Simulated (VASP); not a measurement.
Input of a VASP 6.6.1 run:

Contents of INCAR:

```
  PREC = Accurate
  ENCUT = 500
  EDIFF = 1E-6
  ISMEAR = 0
  SIGMA = 0.01
  LREAL = F
  LASPH = T
  NELM = 120
  ALGO = Normal
  ISIF = 2
  LWAVE = F
  LCHARG = F
  GGA = PS
  NBANDS = 11
  GGA_COMPAT = F
```

The input KPOINTS:

```
regular mesh
0
Gamma
  6 6 6
```

Contents of POSCAR:

```
Si
1.0
    0.0000000000      2.6524072299      2.6524072299
    2.6524072299      0.0000000000      2.6524072299
    2.6524072299      2.6524072299      0.0000000000
Si
2
Direct
    0.2500000000      0.2500000000      0.2500000000
    1.0000000000      1.0000000000      1.0000000000
```

Potentials or basis: VASP PAW PBE potentials, release 64 (Si).

The run is started by

```console
$ cat potpaw_PBE.64/Si/POTCAR > POTCAR
$ mpirun -np 1 vasp_std > vasp.out
```

Problem. Estimate the band gap on the k mesh.

Solution. 0.44 eV (least direct gap 2.54 eV).

Problem. Estimate the pressure.

Solution. 8.1 GPa.

Caveat: the cell stands under pressure; the PAW data sets were made with another functional, which shifts forces and pressure a little. A hybrid or GW would open this gap; PBEsol tends to underestimate it.
